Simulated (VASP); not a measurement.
# TaN (P-6m2) in VASP: settings compared

Aim: see how the results for TaN move with the level of theory and the settings. Levels: PBEsol, PBEsol+D4. Tasks: single point.

Everything below comes from runs of VASP 6.6.1. Logs are shortened: lines on timing, memory, paths and dates and some standing lists are left out, and cuts for length are marked.

## 1. The cell of the first run

The structure is hexagonal, space group P-6m2 (No. 187). Conventional cell: a = 2.924 Å, b = 2.924 Å, c = 2.871 Å, α = 90.00°, β = 90.00°, γ = 120.00°. Ta (site symmetry -6m2) has 6 N at 2.22 Å and 2 Ta at 2.87 Å within 2.9 Å. N (site symmetry -6m2) has 6 Ta at 2.22 Å and 2 N at 2.87 Å within 2.9 Å.

## 2. Single point, PBEsol

Input file INCAR:

```
SYSTEM = TaN
PREC = Accurate
ENCUT = 520
EDIFF = 1E-6
ISMEAR = 0
SIGMA = 0.15
LREAL = .False.
LASPH = .True.
NELM = 80
ALGO = Normal
ISIF = 2
LWAVE = .False.
LCHARG = .False.
GGA = PS
NBANDS = 15
```

Input file KPOINTS:

```
Automatic mesh
0
Gamma
  24 24 20
  0 0 0
```

Input file POSCAR:

```
TaN
1.0
    2.9239890447      0.0000000000      0.0000000000
   -1.4619945224      2.5322487931      0.0000000000
    0.0000000000      0.0000000000      2.8707276427
Ta N
1 1
Direct
    0.3333333333      0.6666666667      0.5000000000
    0.0000000000      0.0000000000      0.0000000000
```

Potentials or basis: VASP PAW PBE potentials, release 64 (Ta_pv, N).

Launch:

```
cat potpaw_PBE.64/Ta_pv/POTCAR potpaw_PBE.64/N/POTCAR > POTCAR
mpirun -np 1 vasp_std > vasp.out
```

OUTCAR:

```text
SYSTEM = TaN
   PREC = Accurate
   ENCUT = 520
   EDIFF = 1E-6
   ISMEAR = 0
   LREAL = .False.
   LASPH = .True.
   NELM = 80
   ISIF = 2
   GGA = PS

 ion  position               nearest neighbor table
   1  0.333  0.667  0.500-   2 2.22   2 2.22   2 2.22   2 2.22   2 2.22   2 2.22
   2  0.000  0.000  0.000-   1 2.22   1 2.22   1 2.22   1 2.22   1 2.22   1 2.22

  LATTYP: Found a hexagonal cell.
 ALAT       =     2.9239890447
 C/A-ratio  =     0.9817846780

  Lattice vectors:

 A1 = (   2.9239890447,   0.0000000000,   0.0000000000)
 A2 = (  -1.4619945224,   2.5322487931,   0.0000000000)
 A3 = (   0.0000000000,   0.0000000000,   2.8707276427)

Analysis of symmetry for initial positions (statically):
=====================================================================
 Subroutine PRICEL returns:
 Original cell was already a primitive cell.

 Routine SETGRP: Setting up the symmetry group for a
 hexagonal supercell.

 Subroutine GETGRP returns: Found 12 space group operations
 (whereof 12 operations were pure point group operations)
 out of a pool of 24 trial point group operations.

The static configuration has the point symmetry D_3h.

Analysis of symmetry for dynamics (positions and initial velocities):
=====================================================================
 Subroutine PRICEL returns:
 Original cell was already a primitive cell.

 Routine SETGRP: Setting up the symmetry group for a
 hexagonal supercell.

 Subroutine GETGRP returns: Found 12 space group operations
 (whereof 12 operations were pure point group operations)
 out of a pool of 24 trial point group operations.

The dynamic configuration has the point symmetry D_3h.

 Subroutine INISYM returns: Found 12 space group operations
 (whereof 12 operations are pure point group operations),
 and found     1 'primitive' translations

----------------------------------------------------------------------------------------

                                     Primitive cell

  volume of cell :      21.2556

  direct lattice vectors                    reciprocal lattice vectors
     2.923989045  0.000000000  0.000000000     0.341998545  0.197452952  0.000000000
    -1.461994522  2.532248793  0.000000000     0.000000000  0.394905904  0.000000000
     0.000000000  0.000000000  2.870727643     0.000000000  0.000000000  0.348343739

  length of vectors
     2.923989045  2.923989045  2.870727643     0.394905904  0.394905904  0.348343739
[... 85 lines left out ...]
   IBRION =     -1    ionic relax: 0-MD 1-quasi-New 2-CG
   NFREE  =      0    steps in history (QN), initial steepest desc. (CG)
   ISIF   =      2    stress and relaxation
   ISYM   =      2    0-nonsym 1-usesym 2-fastsym
   POTIM  = 0.5000    time-step for ionic-motion
   TEBEG  =    0.0;   TEEND  =   0.0 temperature during run
   PSTRESS=    0.0 pullay stress
   NELECT =      16.0000    total number of electrons
   NUPDOWN=      -1.0000    fix difference up-down
   EMIN   =  10.00;   EMAX   =-10.00  energy-range for DOS
   EFERMI =   0.00;   METHOD = LEGACY
   ISMEAR =     0;   SIGMA  =   0.15  broadening in eV -4-tet -1-fermi 0-gaus
   EFERMI_NEDOS =   21; number of points for ismear=-14 and -15
   IALGO  =     38    algorithm
   IMIX   =      4    mixing-type and parameters
     AMIX     =   0.40;   BMIX     =  1.00
     AMIX_MAG =   1.60;   BMIX_MAG =  1.00
  volume/ion in A,a.u.               =      10.63        71.72
  Fermi-wavevector in a.u.,A,eV,Ry     =   1.489213  2.814204 30.174390  2.217755
  Thomas-Fermi vector in A             =   2.602150
   LORBIT       =      0    0 simple, 1 ext, 2 COOP (PROOUT), +10 PAW based schemes
   GGA     = PS    functional components
   LHFCALC =     F    Hartree Fock is set to
   AEXX    =    0.0000 exact exchange contribution
   IVDW    =     0    specifies the selected vdW correction
   LEPSILON=     F    determine dielectric tensor
   LRPA    =     F    only Hartree local field effects (RPA)
 non-spin polarized calculation
 Gauss-broadening in eV      SIGMA  =   0.15
  energy-cutoff  :      520.00
  volume of cell :       21.26
 maximum number of plane-waves:       599
 NGX is ok and might be reduce to    24
   NGX = 11   NGY = 11   NGZ = 11

 number of electron      16.0000000 magnetization

 Free energy of the ion-electron system (eV)
  ---------------------------------------------------
  ext. energy  EPLUGINS =         0.00000000
  ---------------------------------------------------
  free energy    TOTEN  =       -23.80578450 eV

  energy without entropy =      -23.80497913  energy(sigma->0) =      -23.80538182

 E-fermi :   8.2157     XC(G=0): -13.5810

 val. band max:        8.2148381080   @ k =   0.0000   0.0000   0.4000
 cond. band min:       8.2664431082   @ k =   0.0417   0.0000   0.4000
 fundamental gap:      0.0516050003
 Fermi energy:         8.2157066736

 k-point     1 :       0.0000    0.0000    0.0000
  band No.  band energies     occupation
      1     -26.5032      2.00000
      2     -26.2281      2.00000
      3     -26.2281      2.00000
      4      -9.6045      2.00000
      5       3.6171      2.00000
      6       3.6171      2.00000
      7       3.9449      2.00000
      8       5.3088      2.00000
      9      10.5611      0.00000
     10      11.8967      0.00000
     11      11.8967      0.00000
     12      12.2953      0.00000
     13      12.2953      0.00000
     14      21.3345      0.00000
[... 401 lines left out ...]
      2     -26.4861      2.00000
      3     -26.3501      2.00000
      4      -7.2194      2.00000
      5      -0.1216      2.00000
      6       2.9763      2.00000
      7       4.4659      2.00000
      8       5.2770      2.00000
      9      11.1288      0.00000
     10      12.2586      0.00000
     11      13.3810      0.00000
     12      13.6952      0.00000
     13      16.0778      0.00000
     14      19.7987      0.00000
     15      21.6761      0.00000

 [... further k-points ...]
[... 5 lines left out ...]
  --------------------------------------------------------------------------------------
  -------------------------------------------------------------------------------------
  Total        0.1035740      0.1035740      0.1311426     -0.0000000      0.0000000      0.0000000
  in kB        7.8070530      7.8070530      9.8850834     -0.0000000      0.0000000      0.0000000
  external PRESSURE =       8.4997298 kB  Pullay stress =       0.0000000 kB

 VOLUME and BASIS-vectors are now :
 -----------------------------------------------------------------------------
  energy-cutoff  :      520.00
  volume of cell :       21.26
      direct lattice vectors                 reciprocal lattice vectors
     2.923989045  0.000000000  0.000000000     0.341998545  0.197452952  0.000000000
    -1.461994522  2.532248793  0.000000000     0.000000000  0.394905904  0.000000000
     0.000000000  0.000000000  2.870727643     0.000000000  0.000000000  0.348343739

 POSITION                                       TOTAL-FORCE (eV/Angst)
 -----------------------------------------------------------------------------------
     -0.00000      1.68817      1.43536        -0.000000      0.000000      0.000000
      0.00000      0.00000      0.00000         0.000000      0.000000      0.000000
 -----------------------------------------------------------------------------------
    total drift:                                0.000000     -0.000000     -0.000000

  FREE ENERGIE OF THE ION-ELECTRON SYSTEM (eV)
  ---------------------------------------------------
  free  energy   TOTEN  =       -23.8057845037 eV

  energy  without entropy=      -23.8049791293  energy(sigma->0) =      -23.80538182
```

stdout:

```text
POSCAR found type information on POSCAR TaN
 POSCAR found :  2 types and       2 ions
 scaLAPACK will be used
 -----------------------------------------------------------------------------
|                                                                             |
|                                                                             |
|     You enforced a specific xc type in the INCAR file but a different       |
|     I HOPE YOU KNOW WHAT YOU ARE DOING!                                     |
|                                                                             |
 -----------------------------------------------------------------------------

 LDA part: xc-table for (Slater+PW92), standard interpolation
 POSCAR, INCAR and KPOINTS ok, starting setup
 FFT: planning ... GRIDC
 FFT: planning ... GRID_SOFT
 FFT: planning ... GRID
 WAVECAR not read
 entering main loop
```

Wall time 4.6 min (1 thread of AMD EPYC 7R13, shared host); peak memory 0.3 GiB.

What came out:

```
Free energy            : -23.8058 eV
Pressure               : 0.8 GPa
Band gap on the k mesh : zero (band 8 reaches 8.64 eV, above the bottom of band 9 at 8.13 eV)
```

Stress tensor (GPa, compression positive):
```
0.78 0.00 0.00
0.00 0.78 0.00
0.00 0.00 0.99
```

Caveat: the PAW data sets were made with another functional, which shifts forces and pressure a little; spin-orbit coupling is left out, which moves the levels of the heavy elements.

## 3. Single point, PBEsol

Input file INCAR:

```
PREC = Accurate ; ENCUT = 520
EDIFF = 1E-6 ; ISMEAR = 0
SIGMA = 0.15 ; LREAL = F
LASPH = T ; NELM = 60
ALGO = Normal ; ISIF = 2
LWAVE = F ; LCHARG = T
GGA = PS ; LELF = T
LVHAR = T ; NBANDS = 15
```

Input file KPOINTS:

```
Automatic mesh
0
Gamma
  24 24 24
```

POSCAR is that of step 2.

Potentials or basis: VASP PAW PBE potentials, release 64 (Ta_pv, N).

Launch:

```
cat potpaw_PBE.64/Ta_pv/POTCAR potpaw_PBE.64/N/POTCAR > POTCAR
mpirun -np 1 vasp_std > vasp.out
```

Wall time 6.4 min (1 thread of AMD EPYC 7R13, shared host); peak memory 0.33 GiB.

It converged, with:

| Item | Value |
| --- | --- |
| Free energy | -23.8058 eV |
| Pressure | 0.9 GPa |
| Band gap on the k mesh | zero (band 8 reaches 8.57 eV, above the bottom of band 9 at 8.13 eV) |

Stress tensor (GPa, compression positive):
```
0.78 0.00 0.00
0.00 0.78 0.00
0.00 0.00 0.99
```

Levels at points of the mesh, in eV from the Fermi level:
| k point | band 5 | band 6 | band 7 | band 8 | band 9 | band 10 | band 11 | band 12 |
| --- | --- | --- | --- | --- | --- | --- | --- | --- |
| (0.00, 0.00, 0.00) | -4.60 | -4.60 | -4.27 | -2.91 | 2.35 | 3.68 | 3.68 | 4.08 |
| (0.50, 0.00, 0.00) | -8.37 | -5.25 | -3.54 | -3.17 | 3.06 | 4.15 | 5.31 | 5.43 |
| (0.00, 0.00, 0.50) | -9.45 | -3.77 | -3.77 | -0.09 | -0.09 | 2.50 | 3.37 | 3.37 |
| (0.50, 0.00, 0.50) | -7.40 | -6.23 | -5.75 | -0.30 | 4.28 | 5.49 | 6.21 | 7.24 |

Caveat: the PAW data sets were made with another functional, which shifts forces and pressure a little; spin-orbit coupling is left out, which moves the levels of the heavy elements.

## 4. Single point, PBEsol

Input file INCAR:

```
SYSTEM = TaN
PREC = Accurate
ENCUT = 520
EDIFF = 1E-6
ISMEAR = 0
SIGMA = 0.1
LREAL = .FALSE.
LASPH = .TRUE.
NELM = 60
ALGO = Normal
ISIF = 2
LWAVE = .FALSE.
LCHARG = .FALSE.
GGA = PS
NBANDS = 15
```

Input file KPOINTS:

```
Automatic mesh
0
G
  12 12 12
  0 0 0
```

POSCAR is that of step 3.

Launch:

```
cat potpaw_PBE.64/Ta_pv/POTCAR potpaw_PBE.64/N/POTCAR > POTCAR
mpirun -np 1 vasp_std > vasp.out
```

Run time: 15 s. Hardware: 1 thread of AMD EPYC 9R45 (Zen 5), shared host; peak memory 0.14 GiB.

It converged, with:

| Item | Value |
| --- | --- |
| Free energy | -23.8061 eV |
| Pressure | 0.8 GPa |
| Band gap on the k mesh | zero (band 8 reaches 8.45 eV, above the bottom of band 9 at 8.13 eV) |

Stress tensor (GPa, compression positive):
```
0.75 0.00 0.00
0.00 0.75 0.00
0.00 0.00 1.04
```

Levels at points of the mesh, in eV from the Fermi level:
| k point | band 6 | band 7 | band 8 | band 9 | band 10 | band 11 |
| --- | --- | --- | --- | --- | --- | --- |
| (0.00, 0.00, 0.00) | -4.67 | -4.34 | -2.98 | 2.28 | 3.61 | 3.61 |
| (0.50, 0.00, 0.00) | -5.32 | -3.61 | -3.24 | 2.99 | 4.08 | 5.24 |
| (0.00, 0.00, 0.50) | -3.84 | -3.84 | -0.16 | -0.16 | 2.43 | 3.30 |
| (0.50, 0.00, 0.50) | -6.30 | -5.82 | -0.37 | 4.21 | 5.42 | 6.14 |

Caveat: the PAW data sets were made with another functional, which shifts forces and pressure a little; spin-orbit coupling is left out, which moves the levels of the heavy elements.

## 5. Single point, PBEsol+D4, collinear spin, ferromagnetic start

Input file INCAR:

```
SYSTEM = TaN
ALGO = Normal
EDIFF = 1E-7
ENCUT = 520
GGA = PS
ISIF = 2
ISMEAR = 0
ISPIN = 2
IVDW = 13
LASPH = .TRUE.
LCHARG = .TRUE.
LELF = .TRUE.
LMAXMIX = 4
LORBIT = 11
LREAL = .FALSE.
LVHAR = .TRUE.
LWAVE = .FALSE.
MAGMOM = 0.2 0.2
NBANDS = 19
NELM = 150
PREC = Accurate
SIGMA = 0.1
```

Input file KPOINTS:

```
k-points
0
G
  12 12 12
  0 0 0
```

POSCAR is that of step 4.

Potentials or basis: VASP PAW PBE potentials, release 64 (Ta_pv, N).

Launch:

```
cat potpaw_PBE.64/Ta_pv/POTCAR potpaw_PBE.64/N/POTCAR > POTCAR
mpirun -np 1 vasp_std > vasp.out
```

OUTCAR:

```text
SYSTEM = TaN
   EDIFF = 1E-7
   ENCUT = 520
   GGA = PS
   ISIF = 2
   ISMEAR = 0
   ISPIN = 2
   IVDW = 13
   LASPH = .TRUE.
   LORBIT = 11
   LREAL = .FALSE.
   NELM = 150
   PREC = Accurate

 ion  position               nearest neighbor table
   1  0.333  0.667  0.500-   2 2.22   2 2.22   2 2.22   2 2.22   2 2.22   2 2.22
   2  0.000  0.000  0.000-   1 2.22   1 2.22   1 2.22   1 2.22   1 2.22   1 2.22

  LATTYP: Found a hexagonal cell.
 ALAT       =     2.9239890447
 C/A-ratio  =     0.9817846780

  Lattice vectors:

 A1 = (   2.9239890447,   0.0000000000,   0.0000000000)
 A2 = (  -1.4619945224,   2.5322487931,   0.0000000000)
[... 1277 lines left out ...]

 VOLUME and BASIS-vectors are now :
 -----------------------------------------------------------------------------
  energy-cutoff  :      520.00
  volume of cell :       21.26
      direct lattice vectors                 reciprocal lattice vectors
     2.923989045  0.000000000  0.000000000     0.341998545  0.197452952  0.000000000
    -1.461994522  2.532248793  0.000000000     0.000000000  0.394905904  0.000000000
     0.000000000  0.000000000  2.870727643     0.000000000  0.000000000  0.348343739

 POSITION                                       TOTAL-FORCE (eV/Angst)
 -----------------------------------------------------------------------------------
     -0.00000      1.68817      1.43536        -0.000000     -0.000000      0.000000
      0.00000      0.00000      0.00000         0.000000      0.000000      0.000000
 -----------------------------------------------------------------------------------
    total drift:                                0.000000     -0.000000     -0.000000

  FREE ENERGIE OF THE ION-ELECTRON SYSTEM (eV)
  ---------------------------------------------------
  free  energy   TOTEN  =       -24.1686378394 eV

  energy  without entropy=      -24.1683734902  energy(sigma->0) =      -24.16850566

 total charge

# of ion       s       p       d       tot
------------------------------------------
    1        0.309   6.276   2.459   9.043
    2        1.222   2.502   0.000   3.724
--------------------------------------------------
tot          1.530   8.778   2.459  12.767

 magnetization (x)

# of ion       s       p       d       tot
------------------------------------------
    1       -0.000   0.000  -0.000  -0.000
    2       -0.000  -0.000   0.000  -0.000
--------------------------------------------------
tot         -0.000   0.000  -0.000  -0.000
```

OSZICAR:

```text
N       E                     dE             d eps       ncg     rms          rms(c)
DAV:   1     0.100841254457E+03    0.10084E+03   -0.78894E+03 10116   0.863E+02
DAV:   2    -0.227687471698E+02   -0.12361E+03   -0.11597E+03 11269   0.273E+02
DAV:   3    -0.261012211008E+02   -0.33325E+01   -0.32980E+01 12095   0.408E+01
DAV:   4    -0.261111462744E+02   -0.99252E-02   -0.99234E-02 11211   0.240E+00
DAV:   5    -0.261111682595E+02   -0.21985E-04   -0.21985E-04 11164   0.112E-01    0.245E+01
DAV:   6    -0.239346545162E+02    0.21765E+01   -0.18500E+00 11374   0.177E+01    0.106E+01
DAV:   7    -0.238427658158E+02    0.91889E-01   -0.30319E-01 10414   0.452E+00    0.719E+00
DAV:   8    -0.238097831805E+02    0.32983E-01   -0.86374E-02 10850   0.248E+00    0.129E+00
DAV:   9    -0.238064264801E+02    0.33567E-02   -0.49556E-03 10849   0.591E-01    0.236E-01
DAV:  10    -0.238063017496E+02    0.12473E-03   -0.40709E-04 10998   0.178E-01    0.141E-01
DAV:  11    -0.238061647891E+02    0.13696E-03   -0.38797E-05 10753   0.638E-02    0.410E-02
DAV:  12    -0.238061476788E+02    0.17110E-04   -0.25246E-06 11028   0.163E-02    0.199E-02
DAV:  13    -0.238061469899E+02    0.68889E-06   -0.28358E-07 10989   0.464E-03    0.619E-03
DAV:  14    -0.238061466014E+02    0.38851E-06   -0.10533E-07  8738   0.293E-03    0.349E-03
DAV:  15    -0.238061466311E+02   -0.29753E-07   -0.17276E-08  5384   0.139E-03
   1 F= -.24168638E+02 E0= -.24168506E+02  d E =-.264349E-03  mag=     0.0000
```

stdout:

```text
POSCAR found type information on POSCAR TaN
 POSCAR found :  2 types and       2 ions
 scaLAPACK will be used
 -----------------------------------------------------------------------------
|                                                                             |
|                                                                             |
|     You enforced a specific xc type in the INCAR file but a different       |
|     I HOPE YOU KNOW WHAT YOU ARE DOING!                                     |
|                                                                             |
 -----------------------------------------------------------------------------

 LDA part: xc-table for (Slater+PW92), standard interpolation
 POSCAR, INCAR and KPOINTS ok, starting setup
 FFT: planning ... GRIDC
 FFT: planning ... GRID_SOFT
 FFT: planning ... GRID
 WAVECAR not read
 entering main loop
```

It took 44 s on 1 thread of AMD EPYC 9R45 (Zen 5), shared host; peak memory 0.18 GiB.

Results:

```
Free energy                                           : -24.1686 eV
Pressure                                              : -2.0 GPa
Band gap on the k mesh                                : zero (filled and empty bands overlap)
Net moment                                            : 0.00 μB per cell
Valence electrons inside the program's atomic spheres : Ta 9.04; N 3.72
Dispersion energy per atom                            : -0.181 eV
```

Caveat: the PAW data sets were made with another functional, which shifts forces and pressure a little; spin-orbit coupling is left out, which moves the levels of the heavy elements; pairwise dispersion overbinds metals, which lowers pressure and volume.

## 6. The runs side by side

| level | spin | k mesh | smearing | gap on the mesh (eV) | pressure (GPa) |
| --- | --- | --- | --- | --- | --- |
| PBEsol | off | 24 × 24 × 20 | gaussian 0.15 eV | none | 0.8 |
| PBEsol | off | 24 × 24 × 24 | gaussian 0.15 eV | none | 0.9 |
| PBEsol | off | 12 × 12 × 12 | gaussian 0.1 eV | none | 0.8 |
| PBEsol+D4 | collinear, ferromagnetic start | 12 × 12 × 12 | gaussian 0.1 eV | none | -2.0 |

Alike in all rows: task single point; potentials or basis VASP PAW PBE potentials, release 64 (Ta_pv, N); cell as given; cutoff (eV) 520.

Every run on the cell as given and a fine mesh finds a metal. The pressure there spans -2.0 GPa (PBEsol+D4) to 0.9 GPa (PBEsol); a positive pressure means that this level wants a larger cell, a negative one a smaller.

Caveats: the PAW data sets were made with another functional, which shifts forces and pressure a little; spin-orbit coupling is left out, which moves the levels of the heavy elements; pairwise dispersion overbinds metals, which lowers pressure and volume (some runs).

Absolute energies hang on the potentials; compare differences alone.
